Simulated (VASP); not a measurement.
# CrAgO2 (R-3m) in VASP: single point with LDA+U

Aim: the single point of CrAgO2 with LDA+U.

All numbers are computed with VASP 6.6.1; they aren't measurements. Logs are shortened: lines on timing, memory, paths and dates and some standing lists are left out, and cuts for length are marked.

**1. The cell of the first run**

It takes space group R-3m (No. 166, trigonal). Conventional cell: a = 2.985 Å, b = 2.985 Å, c = 18.510 Å, α = 90.00°, β = 90.00°, γ = 120.00°. Within 2.6 Å of Cr (site symmetry -3m) lie 6 O at 2.00 Å. Within 2.7 Å of Ag (site symmetry -3m) lie 2 O at 2.07 Å. Within 2.7 Å of O (site symmetry 3m) lie 3 Cr at 2.00 Å and 1 Ag at 2.07 Å and 3 O at 2.66 Å.

**2. Single point, LDA+U, collinear spin, ferromagnetic start**

File INCAR:

```
SYSTEM = CrAgO2
  ALGO = Normal
  EDIFF = 1E-6
  ENCUT = 600
  GGA_COMPAT = .False.
  ISIF = 2
  ISMEAR = 0
  ISPIN = 2
  LASPH = .True.
  LCHARG = .True.
  LDAU = .True.
  LDAUJ = 0 0 0
  LDAUL = 2 -1 -1
  LDAUPRINT = 1
  LDAUTYPE = 2
  LDAUU = 5 0 0
  LELF = .True.
  LMAXMIX = 4
  LORBIT = 11
  LREAL = .False.
  LVHAR = .True.
  LWAVE = .False.
  MAGMOM = 3 0 0 0
  NBANDS = 30
  NELM = 200
  PREC = Accurate
  SIGMA = 0.05
```

File KPOINTS:

```
k-points
0
Gamma
  7 7 7
  0 0 0
```

File POSCAR:

```
CrAgO2
1.0
    1.4925004200      0.8616955200      6.1699979900
   -1.4925004200      0.8616955200      6.1699979900
    0.0000000000     -1.7233910300      6.1699979900
Cr Ag O
1 1 2
Direct
    0.5000000000      0.5000000000      0.5000000000
    0.0000000000      0.0000000000      0.0000000000
    0.1119000000      0.1119000000      0.1119000000
    0.8881000000      0.8881000000      0.8881000000
```

Potentials or basis: VASP PAW LDA potentials, release 64 (Cr_pv, Ag, O).

Run with:

```sh
> cat potpaw_LDA.64/Cr_pv/POTCAR potpaw_LDA.64/Ag/POTCAR potpaw_LDA.64/O/POTCAR > POTCAR
> mpirun -np 1 vasp_std > vasp.out
```

OUTCAR:

```text
SYSTEM = CrAgO2
   EDIFF = 1E-6
   ENCUT = 600
   ISIF = 2
   ISMEAR = 0
   ISPIN = 2
   LASPH = .True.
   LORBIT = 11
   LREAL = .False.
   NELM = 200
   PREC = Accurate

 ion  position               nearest neighbor table
   1  0.500  0.500  0.500-   3 2.00   4 2.00   3 2.00   3 2.00   4 2.00   4 2.00
   2  0.000  0.000  0.000-   3 2.07   4 2.07
   3  0.112  0.112  0.112-   1 2.00   1 2.00   1 2.00   2 2.07
   4  0.888  0.888  0.888-   1 2.00   1 2.00   1 2.00   2 2.07

  LATTYP: Found a trigonal (rhomboedric) cell.
 ALAT       =     6.4061651453
 COS(alpha) =     0.8914417941

  Lattice vectors:

 A1 = (   1.4925004200,   0.8616955200,   6.1699979900)
 A2 = (  -1.4925004200,   0.8616955200,   6.1699979900)
 A3 = (   0.0000000000,  -1.7233910300,   6.1699979900)

Analysis of symmetry for initial positions (statically):
=====================================================================
 Subroutine PRICEL returns:
 Original cell was already a primitive cell.

 Routine SETGRP: Setting up the symmetry group for a
 trigonal (rhombohedral) supercell.

 Subroutine GETGRP returns: Found 12 space group operations
 (whereof 12 operations were pure point group operations)
 out of a pool of 12 trial point group operations.

The static configuration has the point symmetry D_3d.

Analysis of symmetry for dynamics (positions and initial velocities):
=====================================================================
 Subroutine PRICEL returns:
 Original cell was already a primitive cell.

 Routine SETGRP: Setting up the symmetry group for a
 trigonal (rhombohedral) supercell.

 Subroutine GETGRP returns: Found 12 space group operations
 (whereof 12 operations were pure point group operations)
 out of a pool of 12 trial point group operations.

The dynamic configuration has the point symmetry D_3d.

Analysis of structural, dynamic, and magnetic symmetry:
=====================================================================
 Subroutine PRICEL returns:
 Original cell was already a primitive cell.

 Routine SETGRP: Setting up the symmetry group for a
 trigonal (rhombohedral) supercell.

 Subroutine GETGRP returns: Found 12 space group operations
 (whereof 12 operations were pure point group operations)
 out of a pool of 12 trial point group operations.

The overall configuration has the point symmetry D_3d.

 Subroutine INISYM returns: Found 12 space group operations
 (whereof 12 operations are pure point group operations),
 and found     1 'primitive' translations

----------------------------------------------------------------------------------------

                                     Primitive cell

  volume of cell :      47.6107

  direct lattice vectors                    reciprocal lattice vectors
     1.492500420  0.861695520  6.169997990     0.335008281  0.193417122  0.054024869
    -1.492500420  0.861695520  6.169997990    -0.335008281  0.193417122  0.054024869
     0.000000000 -1.723391030  6.169997990     0.000000000 -0.386834244  0.054024869

  length of vectors
     6.406165145  6.406165145  6.406165143     0.390588553  0.390588553  0.390588554

  position of ions in fractional coordinates (direct lattice)
     0.500000000  0.500000000  0.500000000
     0.000000000  0.000000000  0.000000000
     0.111900000  0.111900000  0.111900000
     0.888100000  0.888100000  0.888100000

  ion indices of the primitive-cell ions
   primitive index   ion index
                 1           1
                 2           2
                 3           3
                 4           4

----------------------------------------------------------------------------------------
[... 80 lines left out ...]
   PSTRESS=    0.0 pullay stress
   NELECT =      35.0000    total number of electrons
   NUPDOWN=      -1.0000    fix difference up-down
   EMIN   =  10.00;   EMAX   =-10.00  energy-range for DOS
   EFERMI =   0.00;   METHOD = LEGACY
   ISMEAR =     0;   SIGMA  =   0.05  broadening in eV -4-tet -1-fermi 0-gaus
   EFERMI_NEDOS =   21; number of points for ismear=-14 and -15
   IALGO  =     38    algorithm
   IMIX   =      4    mixing-type and parameters
     AMIX     =   0.40;   BMIX     =  1.00
     AMIX_MAG =   1.60;   BMIX_MAG =  1.00
  volume/ion in A,a.u.               =      11.90        80.32
  Fermi-wavevector in a.u.,A,eV,Ry     =   1.477506  2.792082 29.701854  2.183025
  Thomas-Fermi vector in A             =   2.591902
   LORBIT       =     11    0 simple, 1 ext, 2 COOP (PROOUT), +10 PAW based schemes
 LDA+U is selected, type is set to LDAUTYPE =  2
   angular momentum for each species LDAUL =     2   -1   -1
   U (eV)           for each species LDAUU =   5.0  0.0  0.0
   J (eV)           for each species LDAUJ =   0.0  0.0  0.0
   GGA     = CA    functional components
   LHFCALC =     F    Hartree Fock is set to
   AEXX    =    0.0000 exact exchange contribution
   IVDW    =     0    specifies the selected vdW correction
   LEPSILON=     F    determine dielectric tensor
   LRPA    =     F    only Hartree local field effects (RPA)
 spin polarized calculation
 Gauss-broadening in eV      SIGMA  =   0.05
  energy-cutoff  :      600.00
  volume of cell :       47.61
 maximum number of plane-waves:      1606
 NGX is ok and might be reduce to    54
   NGX = 25   NGY = 25   NGZ = 25

atom =   1  type =  1  l = 2

 onsite density matrix

spin component  1

  0.7201  0.0000  0.0000  0.3075 -0.0000
  0.0000  0.5499 -0.0000  0.0000  0.3075
  0.0000 -0.0000  0.9496 -0.0000 -0.0000
  0.3075  0.0000 -0.0000  0.5499  0.0000
 -0.0000  0.3075 -0.0000  0.0000  0.7201

spin component  2

  0.1167  0.0000  0.0000 -0.0786 -0.0000
  0.0000  0.1429  0.0000 -0.0000 -0.0786
  0.0000  0.0000  0.0389 -0.0000 -0.0000
 -0.0786 -0.0000 -0.0000  0.1429  0.0000
 -0.0000 -0.0786 -0.0000  0.0000  0.1167

 occupancies and eigenvectors

  o =  0.0389  v =  0.0000  0.0000  0.0000  0.0000  0.0000  0.0000  0.0000  1.0000  0.0000  0.0000      0.0000  0.0000  0.0000  0.0000  0.0000  0.0000  0.0000  0.0000  0.0000  0.0000
  o =  0.0501  v =  0.0000  0.0000  0.0000  0.0000  0.0000 -0.0000  0.6462 -0.0000 -0.0000  0.7632      0.0000  0.0000  0.0000  0.0000  0.0000  0.0000  0.0000  0.0000  0.0000  0.0000
  o =  0.0501  v =  0.0000  0.0000  0.0000  0.0000  0.0000 -0.7632 -0.0000  0.0000 -0.6462 -0.0000      0.0000  0.0000  0.0000  0.0000  0.0000  0.0000  0.0000  0.0000  0.0000  0.0000
  o =  0.2095  v =  0.0000  0.0000  0.0000  0.0000  0.0000  0.0000  0.7632  0.0000 -0.0000 -0.6462      0.0000  0.0000  0.0000  0.0000  0.0000  0.0000  0.0000  0.0000  0.0000  0.0000
  o =  0.2095  v =  0.0000  0.0000  0.0000  0.0000  0.0000 -0.6462  0.0000  0.0000  0.7632 -0.0000      0.0000  0.0000  0.0000  0.0000  0.0000  0.0000  0.0000  0.0000  0.0000  0.0000
  o =  0.3159  v =  0.0000 -0.7958  0.0000  0.0000  0.6055  0.0000  0.0000  0.0000  0.0000  0.0000      0.0000  0.0000  0.0000  0.0000  0.0000  0.0000  0.0000  0.0000  0.0000  0.0000
  o =  0.3159  v = -0.6055  0.0000  0.0000  0.7958 -0.0000  0.0000  0.0000  0.0000  0.0000  0.0000      0.0000  0.0000  0.0000  0.0000  0.0000  0.0000  0.0000  0.0000  0.0000  0.0000
  o =  0.9496  v =  0.0000 -0.0000 -1.0000  0.0000 -0.0000  0.0000  0.0000  0.0000  0.0000  0.0000      0.0000  0.0000  0.0000  0.0000  0.0000  0.0000  0.0000  0.0000  0.0000  0.0000
  o =  0.9541  v =  0.0000  0.6055 -0.0000  0.0000  0.7958  0.0000  0.0000  0.0000  0.0000  0.0000      0.0000  0.0000  0.0000  0.0000  0.0000  0.0000  0.0000  0.0000  0.0000  0.0000
  o =  0.9541  v = -0.7958  0.0000 -0.0000 -0.6055  0.0000  0.0000  0.0000  0.0000  0.0000  0.0000      0.0000  0.0000  0.0000  0.0000  0.0000  0.0000  0.0000  0.0000  0.0000  0.0000

 number of electron      34.9999999 magnetization       2.9999717

 Free energy of the ion-electron system (eV)
  ---------------------------------------------------
  ext. energy  EPLUGINS =         0.00000000
  ---------------------------------------------------
  free energy    TOTEN  =       -28.04332983 eV

  energy without entropy =      -28.04332983  energy(sigma->0) =      -28.04332983

 E-fermi :   5.7972     XC(G=0): -12.1879

 val. band max:        5.5754570447   @ k =  -0.4286   0.4286   0.0000
 cond. band min:       7.3610611948   @ k =   0.0000   0.0000   0.0000
 fundamental gap:      1.7856041501
 Fermi energy:         5.7972070333

 spin component 1

 k-point     1 :       0.0000    0.0000    0.0000
  band No.  band energies     occupation
      1     -37.8489      1.00000
      2     -37.8156      1.00000
      3     -37.8156      1.00000
      4     -13.1494      1.00000
      5     -11.5633      1.00000
      6      -1.9321      1.00000
[... 1529 lines left out ...]
     28      20.3218      0.00000
     29      20.7341      0.00000

 [... further k-points ...]

 [bands above 29 left out]

------------------------ aborting loop because EDIFF is reached ----------------------------------------

  FORCE on cell =-STRESS in cart. coord.  units (eV):
  Direction    XX          YY          ZZ          XY          YZ          ZX
  --------------------------------------------------------------------------------------
  -------------------------------------------------------------------------------------
  Total       -0.7237543     -0.7237543     -2.1323139      0.0000000     -0.0000000      0.0000000
  in kB      -24.3555078    -24.3555076    -71.7558221      0.0000000     -0.0000000      0.0000000
  external PRESSURE =     -40.1556125 kB  Pullay stress =       0.0000000 kB

 VOLUME and BASIS-vectors are now :
 -----------------------------------------------------------------------------
  energy-cutoff  :      600.00
  volume of cell :       47.61
      direct lattice vectors                 reciprocal lattice vectors
     1.492500420  0.861695520  6.169997990     0.335008281  0.193417122  0.054024869
    -1.492500420  0.861695520  6.169997990    -0.335008281  0.193417122  0.054024869
     0.000000000 -1.723391030  6.169997990     0.000000000 -0.386834244  0.054024869

 POSITION                                       TOTAL-FORCE (eV/Angst)
 -----------------------------------------------------------------------------------
      0.00000      0.00000      9.25500         0.000000      0.000000      0.000000
      0.00000      0.00000      0.00000        -0.000000      0.000000     -0.000000
      0.00000      0.00000      2.07127         0.000000      0.000000      0.062909
      0.00000      0.00000     16.43873         0.000000     -0.000000     -0.062909
 -----------------------------------------------------------------------------------
    total drift:                                0.000000      0.000000     -0.000000

  FREE ENERGIE OF THE ION-ELECTRON SYSTEM (eV)
  ---------------------------------------------------
  free  energy   TOTEN  =       -28.0433298283 eV

  energy  without entropy=      -28.0433298283  energy(sigma->0) =      -28.04332983

 total charge

# of ion       s       p       d       tot
------------------------------------------
    1        0.305   6.359   4.017  10.681
    2        0.407   0.279   9.164   9.850
    3        1.538   3.474   0.000   5.012
    4        1.538   3.474   0.000   5.012
--------------------------------------------------
tot          3.789  13.585  13.181  30.554

 magnetization (x)

# of ion       s       p       d       tot
------------------------------------------
    1        0.029   0.023   2.925   2.977
    2        0.014   0.006  -0.001   0.018
    3       -0.004  -0.040   0.000  -0.043
    4       -0.004  -0.040   0.000  -0.043
--------------------------------------------------
tot          0.036  -0.051   2.923   2.908
```

Wall time 10 min (1 thread of Oxide Virtual Turin-like, shared host); peak memory 0.36 GiB.

What came out:

```
Free energy                                           : -28.0433 eV
Pressure                                              : -4.0 GPa
Largest force                                         : 0.063 eV/Å
Band gap on the k mesh                                : 1.79 eV (least direct gap 2.67 eV)
Net moment                                            : 3.00 μB per cell
Site moments                                          : Cr +2.98; Ag +0.02; O -0.04 μB
Valence electrons inside the program's atomic spheres : Cr 10.68; Ag 9.85; O 5.01
```

Forces on the atoms (eV/Å):
```
Cr   0.000  0.000  0.000
Ag   0.000  0.000  0.000
O    0.000  0.000  0.063
O    0.000  0.000 -0.063
```

Levels at points of the mesh, in eV from the valence-band top:
Spin up:
```tsv
k point	band 15	band 16	band 17	band 18	band 19	band 20	band 21	band 22	band 23	band 24
(0.00, 0.00, 0.00)	-1.88	-1.88	-1.80	-1.57	-1.57	2.26	3.95	3.95	4.00	6.46
```
Spin down:
| k point | band 14 | band 15 | band 16 | band 17 | band 18 | band 19 |
| --- | --- | --- | --- | --- | --- | --- |
| (0.00, 0.00, 0.00) | -2.15 | -1.58 | -1.58 | 1.79 | 4.20 | 4.20 |

Eigenvalues of the final occupation matrices:
```
    site  spin  trace               eigenvalues
site 1 d     1   3.49  0.32 0.32 0.95 0.95 0.95
site 1 d     2   0.56  0.04 0.05 0.05 0.21 0.21
```

Caveat: the cell stands under tension; an empty level that is flat over the whole mesh can mark a ghost state of the potentials, or a narrow d or f band; a cell with one magnetic atom can't hold antiferromagnetic order, which such compounds often take.
